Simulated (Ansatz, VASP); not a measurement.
**Pt: VASP beside Ansatz**

Contents of INCAR:

```
SYSTEM = Pt
  PREC = Accurate
  ENCUT = 500
  EDIFF = 1E-6
  ISMEAR = -1
  SIGMA = 0.15
  LREAL = .False.
  LASPH = .True.
  NELM = 120
  ALGO = Normal
  ISIF = 2
  LWAVE = .False.
  LCHARG = .True.
  GGA = LIBXC
  LIBXC1 = GGA_X_PBE_R
  LIBXC2 = LDA_C_PW
  LELF = .True.
  LVHAR = .True.
  NBANDS = 17
  GGA_COMPAT = .False.
```

The input KPOINTS:

```
Automatic mesh
0
Gamma
  10 10 5
  0 0 0
```

Contents of POSCAR:

```
Pt
1.0
    2.6686766667      0.0000000000      0.0000000000
   -1.3342900000      2.3111066667      0.0000000000
    0.0000000000      0.0000000000      5.1282877527
Pt
2
Direct
    0.6666666667      0.3333333333      0.7500000000
    0.3333333333      0.6666666667      0.2500000000
```

Input for Ansatz:

```yaml
crystal:
  lattice:
    - [2.668676666666667, 0.0, 0.0]
    - [-1.3342900000000002, 2.311106666666667, 0.0]
    - [0.0, 0.0, 5.128287752675385]
  atoms:
    - { symbol: Pt, position: [0.6666666666666666, 0.3333333333333333, 0.75] }
    - { symbol: Pt, position: [0.3333333333333333, 0.6666666666666666, 0.25] }
basis:
  ecutwfc: 520.0
kpoints:
  mp_grid:
    grid: [10, 10, 5]
hamiltonian:
  xc:
    exchange: revpbe
    correlation: lda
scf:
  n_extra_bands: 2
  occupations:
    method: fermi_dirac
    width: 0.15
output:
  stress: true
```

Alike in both runs: task single point; functional revpbe exchange, lda correlation; k mesh 10 × 10 × 5; occupations fermi-dirac, width 0.15 eV; no spin polarisation.

```csv
,VASP,Ansatz
version,VASP 6.6.1,Ansatz 0.2.0
potentials or method,"VASP PAW PBE potentials, release 64 (Pt), cutoff 500 eV","plane waves, PAW"
valence electrons in the cell,20,36
```

|  | VASP | Ansatz | Ansatz less VASP |
| --- | --- | --- | --- |
| gap on the k mesh at the Fermi level (eV) | none | none | - |
| pressure (GPa) | 27.7 | 28.2 | +0.46 |
| traceless stress, the component that is largest in VASP (GPa) | -17.32 | -17.32 | +0.008 |

VASP's potentials were made for PBE, not for revpbe exchange, lda correlation. A gap of «none» marks a metal or a gap that the smearing closes. VASP's potentials hold 20 valence electrons a cell and Ansatz's 36, so a difference there can come from the potentials and not from the codes. Ansatz's warnings: near symmetry operations not taken, structure snapped to symmetry.

Neither program's run includes spin-orbit coupling.
